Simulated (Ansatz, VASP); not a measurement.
# Two plane-wave programs on MnO

Contents of INCAR:

```
PREC     = Accurate       # precision mode
ENCUT    = 520            # plane-wave cutoff, eV
EDIFF    = 1E-7           # SCF threshold, eV
ISMEAR   = 0              # smearing method
SIGMA    = 0.011          # smearing width, eV
LREAL    = False          # projectors in reciprocal space
LASPH    = True           # aspherical terms in the spheres
NELM     = 150            # most SCF steps
ALGO     = Normal         # electronic algorithm
ISIF     = 2              # what is computed and relaxed
LWAVE    = False          # write WAVECAR
LCHARG   = False          # write CHGCAR
ISPIN    = 2              # spin polarisation
MAGMOM   = 4 0            # initial moments
LORBIT   = 11             # projections on sites
LMAXMIX  = 4              # l up to which the mixer works
GGA      = PE             # functional
NBANDS   = 20             # bands
```

KPOINTS

```
Automatic mesh
0
Gamma
  10 10 10
```

POSCAR

```
MnO
1.0
    0.0000000000      2.2239077028      2.2239077028
    2.2239077028      0.0000000000      2.2239077028
    2.2239077028      2.2239077028      0.0000000000
Mn O
1 1
Direct
    0.0000000000      0.0000000000      0.0000000000
    0.5000000000      0.5000000000      0.5000000000
```

File input.yaml:

```yaml
crystal:
  lattice:
    - [0.0, 2.2239077028, 2.2239077028]
    - [2.2239077028, 0.0, 2.2239077028]
    - [2.2239077028, 2.2239077028, 0.0]
  atoms:
    - { symbol: Mn, position: [0.0, 0.0, 0.0], spin: 4.0 }
    - { symbol: O, position: [0.5, 0.5, 0.5] }
hamiltonian:
  xc: pbe
  pseudopotentials: { kind: paw }
magnetization:
  spin_polarized: true
kpoints:
  mp_grid: { grid: [10, 10, 10] }
scf:
  occupations: { method: gaussian, width: 0.011 }
output:
  forces: true
  stress: true
  eigenvalues: true
  write_density: true
  write_potential: true
  elf: true
  volumetric_format: npy
```

Alike in both runs: task single point; functional PBE; k mesh 10 × 10 × 10; occupations gaussian, width 0.011 eV; collinear spin.

|  | VASP | Ansatz |
| --- | --- | --- |
| version | VASP 6.6.1 | Ansatz 0.2.0 |
| potentials or method | VASP PAW PBE potentials, release 64 (Mn_pv, O) | Ansatz PAW |
| plane-wave cutoff (eV) | 520 | 420 |
| valence electrons in the cell | 19 | 21 |

|  | VASP | Ansatz | Ansatz less VASP |
| --- | --- | --- | --- |
| gap on the k mesh at the Fermi level (eV) | none | none | - |
| pressure (GPa) | 0.4 | 0.2 | -0.17 |
| net moment per atom (μB) | 2.40 | 2.40 | 0.000 |
| size of the moment on the site where the two differ most (μB) | 4.36 | 4.07 | -0.285 |

Site moments also hang on the region over which each program counts them. A gap of «none» marks a metal or a gap that the smearing closes. VASP's potentials hold 19 valence electrons a cell and Ansatz's 21, so a difference there can come from the potentials and not from the codes.
